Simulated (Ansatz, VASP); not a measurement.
## WC: VASP beside Ansatz

Contents of POSCAR:

```
WC
1.0
    2.9512602111      0.0000000000      0.0000000000
   -1.4756301056      2.4679495386      0.0000000000
    0.0000000000      0.0000000000      2.8290000000
W C
1 1
Direct
    0.0000000000      0.0000000000      0.0000000000
    0.6666666667      0.3333333333      0.5000000000
```

INCAR.step1

```
SYSTEM = WC
PREC = Accurate
ENCUT = 520
ISMEAR = 0
SIGMA = 0.15
LREAL = .False.
LASPH = .True.
NELM = 80
NBANDS = 16
GGA = PE
ALGO = Normal
EDIFF = 1E-4
LWAVE = .True.
LCHARG = .False.
```

INCAR.step2

```
SYSTEM = WC
PREC = Accurate
ENCUT = 520
EDIFF = 1E-6
ISMEAR = 0
SIGMA = 0.15
LREAL = .False.
LASPH = .True.
NELM = 80
ALGO = Normal
ISIF = 2
LWAVE = .False.
LCHARG = .False.
METAGGA = R2SCAN
LMIXTAU = .True.
NBANDS = 16
ISTART = 1
```

KPOINTS

```
regular mesh
0
Gamma
  18 18 16
  0 0 0
```

Input for Ansatz:

```yaml
crystal:
  lattice:
    - [2.9512602111, 0.0, 0.0]
    - [-1.4756301056, 2.4679495386, 0.0]
    - [0.0, 0.0, 2.829]
  atoms:
    - { symbol: W, position: [0.0, 0.0, 0.0] }
    - { symbol: C, position: [0.6666666667, 0.3333333333, 0.5] }
basis:
  ecutwfc: 500
kpoints:
  mp_grid: { grid: [18, 18, 16] }
hamiltonian:
  xc: r2scan
scf:
  occupations: { method: gaussian, width: 0.15 }
output:
  forces: true
  stress: true
  eigenvalues: true
```

Change from the starting cell: strain +0.0175 x Voigt [1, -1, 0, 0, 0, 0], atoms carried along.

Alike in both runs: task single point; functional r2SCAN; k mesh 18 × 18 × 16; occupations gaussian, width 0.15 eV; no spin polarisation.

|  | VASP | Ansatz |
| --- | --- | --- |
| version | VASP 6.6.1 | Ansatz 0.2.0 |
| potentials or method | VASP PAW PBE potentials, release 64 (W_sv, C), cutoff 520 eV | scalar-relativistic, plane waves, PAW |
| valence electrons in the cell | 18 | 18 |

|  | VASP | Ansatz | Ansatz less VASP |
| --- | --- | --- | --- |
| gap on the k mesh at the Fermi level (eV) | none | none | - |
| pressure (GPa) | 6.7 | 4.7 | -1.98 |
| traceless stress, the component that is largest in VASP (GPa) | 9.23 | 9.26 | +0.038 |
| rms of the force components (eV/Å) | 0.118 | 0.114 | -0.0035 |

VASP's potentials were made for PBE, not for r2SCAN. Atom by atom the forces differ by 0.004 eV/Å (rms over components). A gap of «none» marks a metal or a gap that the smearing closes. The functional is the same, so the differences come from potentials, cutoffs and numerics.

Neither program's run includes spin-orbit coupling.
